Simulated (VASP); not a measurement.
# BaS in VASP: a series of runs, part 2 of 2

VASP 6.6.1. The steps go on from the part before.

**4. Single point, PBE (uniaxial z strain -2.0%)**

Input file INCAR:

```
ALGO = Normal
EDIFF = 1E-6
ENCUT = 520
GGA = PE
ISIF = 2
ISMEAR = 0
LASPH = True
LCHARG = False
LREAL = False
LWAVE = False
NBANDS = 15
NELM = 80
PREC = Accurate
SIGMA = 0.01
```

Input file KPOINTS:

```
k-points
0
Gamma
  4 4 4
```

Input file POSCAR:

```
BaS
1.0
    0.0000000000      3.2117958739      3.1475599564
    3.2117958739      0.0000000000      3.1475599564
    3.2117958739      3.2117958739      0.0000000000
Ba S
1 1
Direct
    0.0000000000      0.0000000000      0.0000000000
    0.5000000000      0.5000000000      0.5000000000
```

Potentials or basis: VASP PAW PBE potentials, release 64 (Ba_sv, S).

Launch:

```bash
$ cat potpaw_PBE.64/Ba_sv/POTCAR potpaw_PBE.64/S/POTCAR > POTCAR
$ mpirun -np 1 vasp_std > vasp.out
```

OUTCAR:

```text
EDIFF = 1E-6
   ENCUT = 520
   GGA = PE
   ISIF = 2
   ISMEAR = 0
   LASPH = True
   LREAL = False
   NELM = 80
   PREC = Accurate

 ion  position               nearest neighbor table
   1  0.000  0.000  0.000-   2 3.15   2 3.15   2 3.21   2 3.21   2 3.21   2 3.21
   2  0.500  0.500  0.500-   1 3.15   1 3.15   1 3.21   1 3.21   1 3.21   1 3.21

  LATTYP: Found a body centered tetragonal cell.
 ALAT       =     4.5421652844
 C/A-ratio  =     1.3859292911

  Lattice vectors:

 A1 = (   0.0000000000,  -3.2117958739,  -3.1475599564)
 A2 = (   0.0000000000,   3.2117958739,  -3.1475599564)
 A3 = (   3.2117958739,   0.0000000000,   3.1475599564)

Analysis of symmetry for initial positions (statically):
=====================================================================
 Subroutine PRICEL returns:
 Original cell was already a primitive cell.

 Routine SETGRP: Setting up the symmetry group for a
 body centered tetragonal supercell.

 Subroutine GETGRP returns: Found 16 space group operations
 (whereof 16 operations were pure point group operations)
 out of a pool of 16 trial point group operations.

The static configuration has the point symmetry D_4h.

Analysis of symmetry for dynamics (positions and initial velocities):
=====================================================================
 Subroutine PRICEL returns:
 Original cell was already a primitive cell.

 Routine SETGRP: Setting up the symmetry group for a
 body centered tetragonal supercell.

 Subroutine GETGRP returns: Found 16 space group operations
 (whereof 16 operations were pure point group operations)
 out of a pool of 16 trial point group operations.

The dynamic configuration has the point symmetry D_4h.

 Subroutine INISYM returns: Found 16 space group operations
 (whereof 16 operations are pure point group operations),
 and found     1 'primitive' translations

[... 111 lines left out ...]
   LEPSILON=     F    determine dielectric tensor
   LRPA    =     F    only Hartree local field effects (RPA)
 non-spin polarized calculation
 Gauss-broadening in eV      SIGMA  =   0.01
  energy-cutoff  :      520.00
  volume of cell :       64.94
 maximum number of plane-waves:      1783
 NGX is ok and might be reduce to    36
   NGX = 17   NGY = 17   NGZ = 17

 number of electron      16.0000001 magnetization

 Free energy of the ion-electron system (eV)
  ---------------------------------------------------
  ext. energy  EPLUGINS =         0.00000000
  ---------------------------------------------------
  free energy    TOTEN  =       -10.17256404 eV

  energy without entropy =      -10.17256404  energy(sigma->0) =      -10.17256404

 E-fermi :   1.6503     XC(G=0):  -8.6371

 val. band max:        1.5253969235   @ k =   0.0000   0.0000   0.0000
 cond. band min:       3.5640633315   @ k =   0.5000   0.5000   0.0000
 fundamental gap:      2.0386664080
 Fermi energy:         1.6503454604

 k-point     1 :       0.0000    0.0000    0.0000
  band No.  band energies     occupation
      1     -24.5936      2.00000
      2      -9.6512      2.00000
      3      -9.6486      2.00000
      4      -9.6486      2.00000
      5      -8.8878      2.00000
      6       1.4549      2.00000
      7       1.4549      2.00000
      8       1.5254      2.00000
      9       5.0710      0.00000
     10       5.2945      0.00000
     11       5.2945      0.00000
     12       5.4362      0.00000
     13       6.2103      0.00000
     14       6.3526      0.00000
[... 203 lines left out ...]
      2     -10.2428      2.00000
      3      -9.9838      2.00000
      4      -9.9838      2.00000
      5      -8.1704      2.00000
      6       0.3121      2.00000
      7       0.9406      2.00000
      8       0.9406      2.00000
      9       5.8594      0.00000
     10       5.8594      0.00000
     11       7.6926      0.00000
     12       8.2971      0.00000
     13       8.9293      0.00000
     14      11.3075      0.00000
     15      12.0519      0.00000

------------------------ aborting loop because EDIFF is reached ----------------------------------------

  FORCE on cell =-STRESS in cart. coord.  units (eV):
  Direction    XX          YY          ZZ          XY          YZ          ZX
  --------------------------------------------------------------------------------------
  -------------------------------------------------------------------------------------
  Total        0.4269051      0.4269051      1.1881974      0.0000000      0.0000000     -0.0000000
  in kB       10.5327572     10.5327572     29.3156336      0.0000000      0.0000000     -0.0000000
  external PRESSURE =      16.7937160 kB  Pullay stress =       0.0000000 kB

 VOLUME and BASIS-vectors are now :
 -----------------------------------------------------------------------------
  energy-cutoff  :      520.00
  volume of cell :       64.94
      direct lattice vectors                 reciprocal lattice vectors
     0.000000000  3.211795874  3.147559956    -0.155676145  0.155676145  0.158853209
     3.211795874  0.000000000  3.147559956     0.155676145 -0.155676145  0.158853209
     3.211795874  3.211795874  0.000000000     0.155676145  0.155676145 -0.158853209

 POSITION                                       TOTAL-FORCE (eV/Angst)
 -----------------------------------------------------------------------------------
      0.00000      0.00000      0.00000        -0.000000      0.000000     -0.000000
      3.21180      3.21180      3.14756         0.000000      0.000000      0.000000
 -----------------------------------------------------------------------------------
    total drift:                                0.000000      0.000000      0.000000

  FREE ENERGIE OF THE ION-ELECTRON SYSTEM (eV)
  ---------------------------------------------------
  free  energy   TOTEN  =       -10.1725640375 eV

  energy  without entropy=      -10.1725640375  energy(sigma->0) =      -10.17256404
```

stdout:

```text
POSCAR found type information on POSCAR BaS
 POSCAR found :  2 types and       2 ions
 scaLAPACK will be used
 LDA part: xc-table for (Slater+PW92), standard interpolation
 POSCAR, INCAR and KPOINTS ok, starting setup
 FFT: planning ... GRIDC
 FFT: planning ... GRID_SOFT
 FFT: planning ... GRID
 WAVECAR not read
 entering main loop
```

Wall time 24 s (1 thread of AMD EPYC 7R13, shared host); peak memory 0.17 GiB.

What came out:

* Free energy: -10.1726 eV
* Pressure: 1.7 GPa
* Band gap on the k mesh: 2.04 eV (least direct gap 2.18 eV)

Stress tensor (GPa, compression positive):
```
1.05 0.00 0.00
0.00 1.05 0.00
0.00 0.00 2.93
```

Caveat: the k points lie up to 0.43 Å⁻¹ apart; the cell differs from its parent crystal (uniaxial z strain -2.0%); spin-orbit coupling is left out, which moves the levels of the heavy elements. A k mesh can miss the band edges.

**5. Single point, PBE (uniaxial x strain +4.0%)**

Input file INCAR:

```
PREC     = Accurate       # precision mode
ENCUT    = 520            # plane-wave cutoff, eV
EDIFF    = 1E-6           # SCF threshold, eV
ISMEAR   = 0              # smearing method
SIGMA    = 0.01           # smearing width, eV
LREAL    = False          # projectors in reciprocal space
LASPH    = True           # aspherical terms in the spheres
NELM     = 100            # most SCF steps
ALGO     = Normal         # electronic algorithm
ISIF     = 2              # what is computed and relaxed
LWAVE    = False          # write WAVECAR
LCHARG   = True           # write CHGCAR
GGA      = PE             # functional
LELF     = True           # ELF
LVHAR    = True         
NBANDS   = 15             # bands
```

Input file KPOINTS:

```
regular mesh
0
Gamma
  4 4 4
```

Input file POSCAR:

```
BaS
1.0
    0.0000000000      3.2117958739      3.2117958739
    3.3402677089      0.0000000000      3.2117958739
    3.3402677089      3.2117958739      0.0000000000
Ba S
1 1
Direct
    0.0000000000      0.0000000000      0.0000000000
    0.5000000000      0.5000000000      0.5000000000
```

Launch:

```bash
$ cat potpaw_PBE.64/Ba_sv/POTCAR potpaw_PBE.64/S/POTCAR > POTCAR
$ mpirun -np 1 vasp_std > vasp.out
```

Run time: 37 s. Hardware: 1 thread of AMD EPYC 7R13, shared host; peak memory 0.17 GiB.

The run converged. Its results:

```
Free energy            : -10.1717 eV
Pressure               : -0.8 GPa
Band gap on the k mesh : 2.15 eV (least direct gap 2.31 eV)
```

Stress tensor (GPa, compression positive):
```
-2.34  0.00  0.00
 0.00  0.03  0.00
 0.00  0.00  0.03
```

Levels at points of the mesh, in eV from the valence-band top:
| k point | band 4 | band 5 | band 6 | band 7 | band 8 | band 9 | band 10 | band 11 | band 12 | band 13 |
| --- | --- | --- | --- | --- | --- | --- | --- | --- | --- | --- |
| (0.00, 0.00, 0.00) | -11.35 | -10.31 | -0.10 | 0.00 | 0.00 | 3.24 | 3.65 | 3.91 | 3.91 | 4.64 |
| (0.50, 0.00, 0.00) | -11.37 | -9.29 | -1.86 | -1.04 | -1.01 | 5.31 | 5.47 | 6.02 | 6.11 | 8.15 |
| (0.50, 0.50, 0.00) | -11.51 | -10.22 | -0.55 | -0.27 | -0.16 | 2.15 | 5.52 | 5.93 | 6.96 | 7.31 |
| (0.00, 0.50, 0.50) | -11.49 | -10.22 | -0.72 | -0.15 | -0.15 | 2.17 | 5.66 | 5.70 | 7.16 | 7.16 |

Caveat: the cell differs from its parent crystal (uniaxial x strain +4.0%); spin-orbit coupling is left out, which moves the levels of the heavy elements. A k mesh can miss the band edges.

**6. Single point, PBE**

Input file INCAR:

```
SYSTEM = BaS
PREC = Accurate
ENCUT = 520
EDIFF = 1E-6
ISMEAR = -1
SIGMA = 0.02
LREAL = .FALSE.
LASPH = .TRUE.
NELM = 80
ALGO = Normal
ISIF = 2
LWAVE = .FALSE.
LCHARG = .FALSE.
GGA = PE
NBANDS = 15
```

Input file KPOINTS:

```
regular mesh
0
G
  8 8 8
  0 0 0
```

Input file POSCAR:

```
BaS
1.0
    0.0000000000      3.2117958739      3.2117958739
    3.2117958739      0.0000000000      3.2117958739
    3.2117958739      3.2117958739      0.0000000000
Ba S
1 1
Direct
    0.0000000000      0.0000000000      0.0000000000
    0.5000000000      0.5000000000      0.5000000000
```

Potentials or basis: VASP PAW PBE potentials, release 64 (Ba_sv, S).

Launch:

```bash
$ cat potpaw_PBE.64/Ba_sv/POTCAR potpaw_PBE.64/S/POTCAR > POTCAR
$ mpirun -np 1 vasp_std > vasp.out
```

OUTCAR:

```text
SYSTEM = BaS
   PREC = Accurate
   ENCUT = 520
   EDIFF = 1E-6
   ISMEAR = -1
   LREAL = .FALSE.
   LASPH = .TRUE.
   NELM = 80
   ISIF = 2
   GGA = PE

 ion  position               nearest neighbor table
   1  0.000  0.000  0.000-   2 3.21   2 3.21   2 3.21   2 3.21   2 3.21   2 3.21
   2  0.500  0.500  0.500-   1 3.21   1 3.21   1 3.21   1 3.21   1 3.21   1 3.21

  LATTYP: Found a face centered cubic cell.
 ALAT       =     6.4235917478

  Lattice vectors:

 A1 = (   0.0000000000,   3.2117958739,   3.2117958739)
 A2 = (   3.2117958739,   0.0000000000,   3.2117958739)
 A3 = (   3.2117958739,   3.2117958739,   0.0000000000)

Analysis of symmetry for initial positions (statically):
=====================================================================
 Subroutine PRICEL returns:
 Original cell was already a primitive cell.

 Routine SETGRP: Setting up the symmetry group for a
 face centered cubic supercell.

 Subroutine GETGRP returns: Found 48 space group operations
 (whereof 48 operations were pure point group operations)
 out of a pool of 48 trial point group operations.

The static configuration has the point symmetry O_h .

[... 174 lines left out ...]
      6       1.3669      2.00000
      7       1.3669      2.00000
      8       1.3669      2.00000
      9       4.8844      0.00000
     10       5.2328      0.00000
     11       5.2328      0.00000
     12       5.2328      0.00000
     13       6.1409      0.00000
     14       6.1409      0.00000
[... 401 lines left out ...]
      2     -10.6827      2.00000
      3     -10.0011      2.00000
      4      -9.9173      2.00000
      5      -8.0877      2.00000
      6      -0.0900      2.00000
      7       0.5220      2.00000
      8       0.5928      2.00000
      9       6.0309      0.00000
     10       6.2042      0.00000
     11       7.9521      0.00000
     12       8.1606      0.00000
     13       9.1161      0.00000
     14      10.0359      0.00000
     15      10.6639      0.00000

 [... further k-points ...]

------------------------ aborting loop because EDIFF is reached ----------------------------------------

  FORCE on cell =-STRESS in cart. coord.  units (eV):
  Direction    XX          YY          ZZ          XY          YZ          ZX
  --------------------------------------------------------------------------------------
  -------------------------------------------------------------------------------------
  Total        0.2685377      0.2685377      0.2685377      0.0000000      0.0000000     -0.0000000
  in kB        6.4929498      6.4929498      6.4929498      0.0000000      0.0000000     -0.0000000
  external PRESSURE =       6.4929498 kB  Pullay stress =       0.0000000 kB

 VOLUME and BASIS-vectors are now :
 -----------------------------------------------------------------------------
  energy-cutoff  :      520.00
  volume of cell :       66.26
      direct lattice vectors                 reciprocal lattice vectors
     0.000000000  3.211795874  3.211795874    -0.155676145  0.155676145  0.155676145
     3.211795874  0.000000000  3.211795874     0.155676145 -0.155676145  0.155676145
     3.211795874  3.211795874  0.000000000     0.155676145  0.155676145 -0.155676145

 POSITION                                       TOTAL-FORCE (eV/Angst)
 -----------------------------------------------------------------------------------
      0.00000      0.00000      0.00000         0.000000      0.000000      0.000000
      3.21180      3.21180      3.21180        -0.000000     -0.000000     -0.000000
 -----------------------------------------------------------------------------------
    total drift:                                0.000000      0.000000      0.000000

  FREE ENERGIE OF THE ION-ELECTRON SYSTEM (eV)
  ---------------------------------------------------
  free  energy   TOTEN  =       -10.1920687074 eV

  energy  without entropy=      -10.1920687074  energy(sigma->0) =      -10.19206871
```

OSZICAR:

```text
N       E                     dE             d eps       ncg     rms          rms(c)
DAV:   1     0.785777867200E+02    0.78578E+02   -0.66225E+03   870   0.915E+02
DAV:   2    -0.621302627937E+01   -0.84791E+02   -0.77046E+02  1224   0.170E+02
DAV:   3    -0.105991368817E+02   -0.43861E+01   -0.43565E+01  1171   0.393E+01
DAV:   4    -0.106766308351E+02   -0.77494E-01   -0.77479E-01  1126   0.542E+00
DAV:   5    -0.106790335146E+02   -0.24027E-02   -0.24026E-02  1254   0.782E-01    0.471E+00
DAV:   6    -0.101737889681E+02    0.50524E+00   -0.68875E-01  1003   0.499E+00    0.321E+00
DAV:   7    -0.101764543067E+02   -0.26653E-02   -0.18709E-01  1074   0.242E+00    0.210E+00
DAV:   8    -0.101904719131E+02   -0.14018E-01   -0.24619E-02   968   0.113E+00    0.198E-01
DAV:   9    -0.101911003991E+02   -0.62849E-03   -0.33199E-03  1136   0.421E-01    0.159E-01
DAV:  10    -0.101919666067E+02   -0.86621E-03   -0.99281E-04   926   0.209E-01    0.413E-02
DAV:  11    -0.101920655660E+02   -0.98959E-04   -0.12923E-04  1080   0.684E-02    0.134E-02
DAV:  12    -0.101920688048E+02   -0.32388E-05   -0.70496E-06  1017   0.174E-02    0.296E-03
DAV:  13    -0.101920687074E+02    0.97393E-07   -0.31782E-07   890   0.380E-03
   1 F= -.10192069E+02 E0= -.10192069E+02  d E =-.909707E-12
```

stdout:

```text
POSCAR found type information on POSCAR BaS
 POSCAR found :  2 types and       2 ions
 scaLAPACK will be used
 LDA part: xc-table for (Slater+PW92), standard interpolation
 POSCAR, INCAR and KPOINTS ok, starting setup
 FFT: planning ... GRIDC
 FFT: planning ... GRID_SOFT
 FFT: planning ... GRID
 WAVECAR not read
 entering main loop
```

Wall time 59 s (1 thread of AMD EPYC 7R13, shared host); peak memory 0.18 GiB.

Results:

```
Free energy            : -10.1921 eV
Pressure               : 0.6 GPa
Band gap on the k mesh : 2.13 eV (least direct gap 2.28 eV)
```

Levels at points of the mesh, in eV from the valence-band top:
```
           k point  band 6  band 7  band 8  band 9  band 10  band 11
(0.00, 0.00, 0.00)    0.00    0.00    0.00    3.52     3.87     3.87
(0.50, 0.00, 0.00)   -1.90   -1.05   -1.05    5.48     5.64     6.24
(0.50, 0.50, 0.00)   -0.54   -0.15   -0.15    2.13     5.89     5.92
```

Caveat: spin-orbit coupling is left out, which moves the levels of the heavy elements.

**7. The runs side by side**

```csv
cell,k mesh,smearing,gap on the mesh (eV),pressure (GPa)
"a = 4.542 Å, angles 60.0°, 2 atoms",4 × 4 × 4,gaussian 0.01 eV,2.13,0.7
"a = 4.568 Å, angles 58.3°, 2 atoms",4 × 4 × 4,gaussian 0.01 eV,2.05,1.7
"a = 4.497, b = 4.497, c = 4.542 Å, angles 59.7, 59.7, 60.7°, 2 atoms",4 × 4 × 4,gaussian 0.01 eV,2.04,1.7
"a = 4.542, b = 4.634, c = 4.634 Å, angles 58.7, 60.7, 60.7°, 2 atoms",4 × 4 × 4,gaussian 0.01 eV,2.15,-0.8
"a = 4.542 Å, angles 60.0°, 2 atoms",8 × 8 × 8,fermi-dirac 0.02 eV,2.13,0.6
```

Alike in all rows: task single point; level PBE; potentials or basis VASP PAW PBE potentials, release 64 (Ba_sv, S); no spin polarisation; cutoff (eV) 520.

Caveats: some runs use coarse meshes; spin-orbit coupling is left out, which moves the levels of the heavy elements.

Total energies depend on the potentials used, so only differences within one code and one set of settings carry meaning.
